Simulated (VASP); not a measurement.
# TaN in VASP: a series of runs, part 2 of 2

VASP 6.6.1. The steps go on from the part before.

### Step 4. Single point, PBE (dynamics (nve) at 450 K, volume x 1.01, from the last frame before)

INCAR

```
PREC = Accurate
ENCUT = 520
EDIFF = 1E-6
ISMEAR = -1
SIGMA = 0.05
LREAL = Auto
LASPH = T
NELM = 100
ALGO = Normal
ISIF = 2
LWAVE = F
LCHARG = F
GGA = PE
NBANDS = 87
```

KPOINTS

```
Automatic mesh
0
Gamma
  2 2 2
  0.5 0.5 0.5
```

POSCAR

```
TaN
1.0
    0.0000000000      5.1056696099      2.8925781435
   -4.4216395855     -2.5528348050      2.8925781435
    4.4216395855     -2.5528348050      2.8925781435
Ta N
9 9
Direct
    0.3902848423      0.7217270233      0.3865070282
    0.7245729995      0.7233874749      0.0531388165
    0.3968915882      0.3932625182      0.7217549184
    0.3854733616      0.0529048079      0.0571828590
    0.7215182247      0.3918117166      0.3871277075
    0.0531339583      0.7209065136      0.7217396887
    0.0541367803      0.3901269887      0.0555612758
    0.7220255429      0.0537192603      0.7295538556
    0.0517865299      0.0553098782      0.3860218170
    0.3339315402      0.6594541457      0.0084465400
    0.6629399267      0.6695035236      0.6710208340
    0.3384983248      0.3258685924      0.3366860730
    0.3323768075     -0.0065418083      0.6700336886
    0.6593611946      0.3189280746      0.0029084233
    0.0002486174      0.6638414686      0.3288829150
    0.0026865836      0.3345939621      0.6648282501
    0.6727608671      0.9936443077      0.3385463641
   -0.0005272087      0.9999355338     -0.0031102627
```

Potentials or basis: VASP PAW PBE potentials, release 64 (Ta_pv, N).

On the command line:

```bash
$ cat potpaw_PBE.64/Ta_pv/POTCAR potpaw_PBE.64/N/POTCAR > POTCAR
$ mpirun -np 1 vasp_std > vasp.out
```

OUTCAR:

```text
PREC = Accurate
   ENCUT = 520
   EDIFF = 1E-6
   ISMEAR = -1
   LREAL = Auto
   LASPH = T
   NELM = 100
   ISIF = 2
   GGA = PE

 ion  position               nearest neighbor table
   1  0.390  0.722  0.387-  10 2.17  17 2.21  11 2.23  13 2.24  15 2.24  12 2.27   7 2.89   8 2.91
                             4 2.92   5 2.92   3 2.93   2 2.95   9 2.97   6 2.97
   2  0.725  0.723  0.053-  11 2.19  18 2.22  15 2.23  17 2.23  10 2.25  14 2.32   3 2.86   9 2.87
                             8 2.89   6 2.92   7 2.93   5 2.94   1 2.95   4 2.96
   3  0.397  0.393  0.722-  11 2.17  12 2.21  14 2.23  10 2.24  16 2.26  13 2.30   2 2.86   5 2.92
                             1 2.93   8 2.94   9 2.95   6 2.97   4 2.99   7 2.99
   4  0.385  0.053  0.057-  14 2.17  12 2.20  18 2.22  13 2.22  10 2.26  17 2.29   6 2.89   5 2.91
                             1 2.92   9 2.93   8 2.94   7 2.96   2 2.96   3 2.99
   5  0.722  0.392  0.387-  12 2.20  14 2.21  15 2.22  16 2.25  11 2.26  17 2.29   6 2.88   4 2.91
                             3 2.92   1 2.92   7 2.94   2 2.94   9 2.95   8 3.01
   6  0.053  0.721  0.722-  13 2.21  16 2.22  18 2.22  11 2.24  15 2.26  10 2.29   5 2.88   4 2.89
                             2 2.92   8 2.94   7 2.94   9 2.96   3 2.97   1 2.97
   7  0.054  0.390  0.056-  10 2.19  15 2.20  18 2.24  16 2.24  14 2.27  12 2.29   8 2.88   1 2.89
                             2 2.93   5 2.94   6 2.94   9 2.94   4 2.96   3 2.99
   8  0.722  0.054  0.730-  14 2.18  18 2.19  11 2.21  13 2.24  17 2.25  16 2.28   7 2.88   2 2.89
                             1 2.91   6 2.94   4 2.94   3 2.94   9 2.98   5 3.01
   9  0.052  0.055  0.386-  17 2.18  12 2.23  16 2.23  18 2.24  15 2.25  13 2.28   2 2.87   4 2.93
                             7 2.94   3 2.95   5 2.95   6 2.96   1 2.97   8 2.98
  10  0.334  0.659  0.008-   1 2.17   7 2.19   3 2.24   2 2.25   4 2.26   6 2.29
  11  0.663  0.670  0.671-   3 2.17   2 2.19   8 2.21   1 2.23   6 2.24   5 2.26
  12  0.338  0.326  0.337-   5 2.20   4 2.20   3 2.21   9 2.23   1 2.27   7 2.29
  13  0.332  0.993  0.670-   6 2.21   4 2.22   8 2.24   1 2.24   9 2.28   3 2.30
  14  0.659  0.319  0.003-   4 2.17   8 2.18   5 2.21   3 2.23   7 2.27   2 2.32
  15  0.000  0.664  0.329-   7 2.20   5 2.22   2 2.23   1 2.24   9 2.25   6 2.26
  16  0.003  0.335  0.665-   6 2.22   9 2.23   7 2.24   5 2.25   3 2.26   8 2.28
  17  0.673  0.994  0.339-   9 2.18   1 2.21   2 2.23   8 2.25   5 2.29   4 2.29
  18  0.999  1.000  0.997-   8 2.19   4 2.22   2 2.22   6 2.22   9 2.24   7 2.24

  LATTYP: Found a trigonal (rhomboedric) cell.
 ALAT       =     5.8681232504
 COS(alpha) =    -0.1355289769

  Lattice vectors:
[... 177 lines left out ...]
 NGX is ok and might be reduce to    48

 number of electron     144.0000003 magnetization

 Free energy of the ion-electron system (eV)
  ---------------------------------------------------
  ext. energy  EPLUGINS =         0.00000000
  ---------------------------------------------------
  free energy    TOTEN  =      -201.65269069 eV

  energy without entropy =     -201.65266957  energy(sigma->0) =     -201.65268013

 E-fermi :   8.3198     XC(G=0): -13.2890

 val. band max:        7.8078324083   @ k =   0.2500   0.2500   0.2500
 cond. band min:       8.8421177468   @ k =   0.2500   0.2500   0.2500
 fundamental gap:      1.0342853385
 Fermi energy:         8.3198243446

 k-point     1 :       0.2500    0.2500    0.2500
  band No.  band energies     occupation
      1     -27.3837      2.00000
      2     -27.3746      2.00000
      3     -27.3687      2.00000
      4     -27.2590      2.00000
      5     -27.2285      2.00000
      6     -27.2151      2.00000
[... 337 lines left out ...]
     83      11.1445      0.00000
     84      11.3657      0.00000
 [bands above 84 left out]

------------------------ aborting loop because EDIFF is reached ----------------------------------------

  FORCE on cell =-STRESS in cart. coord.  units (eV):
  Direction    XX          YY          ZZ          XY          YZ          ZX
  --------------------------------------------------------------------------------------
  -------------------------------------------------------------------------------------
  Total        2.0629111      1.8708418      5.4879755     -0.0228950     -0.0574061     -0.2251250
  in kB       16.8713060     15.3004870     44.8828414     -0.1872447     -0.4694898     -1.8411616
  external PRESSURE =      25.6848781 kB  Pullay stress =       0.0000000 kB

 VOLUME and BASIS-vectors are now :
 -----------------------------------------------------------------------------
  energy-cutoff  :      520.00
  volume of cell :      195.90
      direct lattice vectors                 reciprocal lattice vectors
     0.000000000  5.105669610  2.892578144     0.000000000  0.130573797  0.115237451
    -4.421639586 -2.552834805  2.892578144    -0.113080225 -0.065286898  0.115237451
     4.421639586 -2.552834805  2.892578144     0.113080225 -0.065286898  0.115237451

 POSITION                                       TOTAL-FORCE (eV/Angst)
 -----------------------------------------------------------------------------------
     -1.48222     -0.83647      4.33458         0.527865     -0.408738      0.282880
     -2.96360      1.71709      4.34205         0.915181     -0.433843     -0.083357
      1.45248     -0.82006      4.37332         1.097809     -0.849462     -1.204563
      0.01892      1.68706      1.43345         0.107016      0.381763      0.108217
     -0.02071      1.69533      4.34019         0.907485      0.470462     -0.052951
      0.00368     -3.41155      4.32666         0.038982      0.511159      0.276993
[... 10 lines left out ...]
     -2.89661      0.03403      5.79948        -0.589985     -0.549057     -0.294137
     -0.01347      0.00541      8.66703         0.229749     -0.101193      0.133140
 -----------------------------------------------------------------------------------
    total drift:                                0.003578      0.000567     -0.005130

  FREE ENERGIE OF THE ION-ELECTRON SYSTEM (eV)
  ---------------------------------------------------
  free  energy   TOTEN  =      -201.6526906884 eV

  energy  without entropy=     -201.6526695741  energy(sigma->0) =     -201.65268013
```

OSZICAR:

```text
N       E                     dE             d eps       ncg     rms          rms(c)
DAV:   1     0.153948294648E+04    0.15395E+04   -0.78270E+04   696   0.176E+03
DAV:   2    -0.787481502206E+02   -0.16182E+04   -0.15575E+04   758   0.531E+02
DAV:   3    -0.220703968920E+03   -0.14196E+03   -0.13913E+03   851   0.141E+02
DAV:   4    -0.224665391231E+03   -0.39614E+01   -0.39102E+01   816   0.230E+01
DAV:   5    -0.224809443100E+03   -0.14405E+00   -0.14342E+00   856   0.345E+00    0.695E+01
DAV:   6    -0.202595112420E+03    0.22214E+02   -0.14807E+02   864   0.370E+01    0.321E+01
DAV:   7    -0.201810183739E+03    0.78493E+00   -0.78517E+00   824   0.917E+00    0.171E+01
DAV:   8    -0.201684103752E+03    0.12608E+00   -0.79431E-01   792   0.373E+00    0.131E+00
DAV:   9    -0.201652446567E+03    0.31657E-01   -0.17021E-01   888   0.128E+00    0.479E-01
DAV:  10    -0.201652626398E+03   -0.17983E-03   -0.87377E-03   856   0.462E-01    0.163E-01
DAV:  11    -0.201652706123E+03   -0.79725E-04   -0.13856E-03   840   0.216E-01    0.474E-02
DAV:  12    -0.201652698425E+03    0.76981E-05   -0.27085E-04   856   0.698E-02    0.323E-02
DAV:  13    -0.201652696330E+03    0.20942E-05   -0.78300E-05   800   0.279E-02    0.179E-02
DAV:  14    -0.201652691019E+03    0.53111E-05   -0.19474E-05   888   0.191E-02    0.604E-03
DAV:  15    -0.201652690688E+03    0.33102E-06   -0.27712E-06   608   0.712E-03
   1 F= -.20165269E+03 E0= -.20165268E+03  d E =-.211143E-04
```

Run time: 2.7 min. Hardware: 1 thread of Intel Xeon Platinum 8124M at 3.00GHz (Skylake/Cascade Lake), shared host; peak memory 0.34 GiB.

What came out:

```yaml
Free_energy: -201.6527 eV
Pressure: 2.6 GPa
Largest_force: 1.838 eV/Å
Band_gap_on_the_k_mesh: 1.03 eV
```

Forces on the atoms (eV/Å):
```
Ta   0.528 -0.409  0.283
Ta   0.915 -0.434 -0.083
Ta   1.098 -0.849 -1.205
Ta   0.107  0.382  0.108
Ta   0.907  0.470 -0.053
Ta   0.039  0.511  0.277
Ta   0.267  0.492 -0.131
Ta  -0.988  0.345 -0.520
Ta   0.642  0.348  0.900
N   -1.001  0.094 -0.209
N   -0.189  0.635 -0.153
N   -0.606 -0.532 -0.128
N   -0.566 -0.096  0.081
N   -0.987  0.127  0.831
N    0.035 -0.295  0.261
N    0.160 -0.139 -0.099
N   -0.590 -0.549 -0.294
N    0.230 -0.101  0.133
```

Stress tensor (GPa, compression positive):
```
 1.69 -0.02 -0.18
-0.02  1.53 -0.05
-0.18 -0.05  4.49
```

Levels at points of the mesh, in eV from the valence-band top:
```
           k point  band 70  band 71  band 72  band 73  band 74  band 75
(0.25, 0.25, 0.25)    -0.25    -0.24     0.00     1.03     1.22     2.79
```

Caveat: the k points lie up to 0.55 Å⁻¹ apart; spin-orbit coupling is left out, which moves the levels of the heavy elements; forces of over 1 eV/Å act on the atoms, so gaps and moduli don't describe the material at rest. A k mesh can miss the band edges.

### Step 5. Single point, PBE (dynamics (nve) at 450 K, volume x 1.01, from the last frame before)

INCAR

```
SYSTEM = TaN
PREC = Accurate
ENCUT = 520
EDIFF = 1E-6
ISMEAR = -1
SIGMA = 0.05
LREAL = Auto
LASPH = .True.
NELM = 100
ALGO = Normal
ISIF = 2
LWAVE = .False.
LCHARG = .False.
GGA = PE
NBANDS = 87
```

KPOINTS is that of step 4.

POSCAR

```
TaN
1.0
    0.0000000000      5.1056696099      2.8925781435
   -4.4216395855     -2.5528348050      2.8925781435
    4.4216395855     -2.5528348050      2.8925781435
Ta N
9 9
Direct
    0.3871749448      0.7227943385      0.3930888137
    0.7188084046      0.7222102199      0.0598722018
    0.3760752731      0.3819902028      0.7226136233
    0.3934836372      0.0600006319      0.0522057858
    0.7228723177      0.3847607895      0.3926734652
    0.0593216456      0.7248548184      0.7237174575
    0.0578680795      0.3893657165      0.0553133879
    0.7226878997      0.0587968659      0.7093451398
    0.0625791836      0.0542025661      0.3929296313
    0.3311920892      0.6698823366     -0.0080308994
    0.6672684867      0.6593153133      0.6652237551
    0.3256864135      0.3357116817      0.3289028952
    0.3305278004      0.0019660499      0.6628821973
    0.6731397917      0.3499952416      0.0025596421
    0.0016599123      0.6659478159      0.3419560087
   -0.0030708779      0.3265853245      0.6578744248
    0.6609000053      1.0028069328      0.3256076853
    0.0014426004      1.0010162472      0.0002947017
```

On the command line:

```bash
$ cat potpaw_PBE.64/Ta_pv/POTCAR potpaw_PBE.64/N/POTCAR > POTCAR
$ mpirun -np 1 vasp_std > vasp.out
```

Run time: 2.8 min. Hardware: 1 thread of Intel Xeon Platinum 8124M at 3.00GHz (Skylake/Cascade Lake), shared host; peak memory 0.34 GiB.

The run converged. Its results:

```
Free energy            : -201.4353 eV
Pressure               : 3.1 GPa
Largest force          : 2.684 eV/Å
Band gap on the k mesh : 1.03 eV
```

Forces in eV/Å, atoms in the order of the input:
```
Ta  -0.310  0.699 -0.398
Ta  -1.003  0.739  0.139
Ta  -1.262  1.357  1.942
Ta   0.366 -0.547 -0.312
Ta  -1.367 -0.389 -0.006
Ta   0.188 -0.767 -0.703
Ta   0.074 -0.606 -0.297
Ta   1.930 -0.607  0.711
Ta  -1.092 -0.430 -1.602
N    0.690 -0.007  0.386
N   -0.236 -0.518  0.257
N    0.434  0.531  0.417
N    0.478  0.344  0.210
N    0.880  0.209 -1.267
N   -0.470  0.160 -0.455
N    0.169 -0.448  0.727
N    0.607  0.296  0.367
N   -0.075 -0.017 -0.114
```

Stress tensor (GPa, compression positive):
```
 2.33  0.30  0.14
 0.30  1.91 -0.08
 0.14 -0.08  4.99
```

Levels at points of the mesh, in eV from the valence-band top:
| k point | band 70 | band 71 | band 72 | band 73 | band 74 | band 75 |
| --- | --- | --- | --- | --- | --- | --- |
| (0.25, 0.25, 0.25) | -0.27 | -0.25 | 0.00 | 1.03 | 1.17 | 2.69 |

Caveat: the k points lie up to 0.55 Å⁻¹ apart; spin-orbit coupling is left out, which moves the levels of the heavy elements; forces of over 1 eV/Å act on the atoms, so gaps and moduli don't describe the material at rest. A k mesh can miss the band edges.

### Step 6. Overview

```csv
cell,smearing,gap on the mesh (eV),pressure (GPa),largest force (eV/Å)
"a = 5.849 Å, angles 97.8°, 18 atoms",fermi-dirac 0.05 eV,1.13,5.4,0.05
"a = 5.849 Å, angles 97.8°, 18 atoms",gaussian 0.1 eV,1.13,5.4,0.05
"a = 5.868 Å, angles 97.8°, 18 atoms",fermi-dirac 0.05 eV,1.03,3.1,2.68
```

Some of these runs hold the atoms at other places in the same cell, which the table doesn't show; runs alike in all that it shows share one row.

Alike in all rows: task single point; level PBE; potentials or basis VASP PAW PBE potentials, release 64 (Ta_pv, N); no spin polarisation; k mesh 2 × 2 × 2, shifted; cutoff (eV) 520.

Caveats: all runs use coarse meshes; spin-orbit coupling is left out, which moves the levels of the heavy elements; forces of over 1 eV/Å act on the atoms, so gaps and moduli don't describe the material at rest (some runs).

Absolute energies hang on the potentials; compare differences alone.
